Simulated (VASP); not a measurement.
A run of VASP 6.6.1 is set up as follows.

The input INCAR:

```
SYSTEM = MnHg
PREC = Accurate
ENCUT = 520
EDIFF = 1E-6
ISMEAR = 0
SIGMA = 0.3
LREAL = .FALSE.
LASPH = .TRUE.
NELM = 150
ALGO = Normal
ISIF = 2
LWAVE = .FALSE.
LCHARG = .FALSE.
ISPIN = 2
MAGMOM = 4 0
LORBIT = 11
LMAXMIX = 4
GGA = CA
NBANDS = 24
```

KPOINTS

```
regular mesh
0
G
  9 9 9
  0 0 0
```

Contents of POSCAR:

```
MnHg
1.0
    3.2284755666      0.0000000000      0.0000000000
    0.0000000000      3.2284755666      0.0000000000
    0.0000000000      0.0000000000      3.2530229782
Mn Hg
1 1
Direct
    0.5000000000      0.5000000000      0.5000000000
    0.0000000000      0.0000000000      0.0000000000
```

Potentials or basis: VASP PAW LDA potentials, release 64 (Mn_pv, Hg).

Launch:

```sh
$ cat potpaw_LDA.64/Mn_pv/POTCAR potpaw_LDA.64/Hg/POTCAR > POTCAR
$ mpirun -np 1 vasp_std > vasp.out
```

Task: Predict the net moment.

Result: 3.51 μB per cell.

Task: Estimate the pressure.

Result: -5.0 GPa.

Caveat: the cell stands under tension; so wide a smearing shifts energies and pressures.
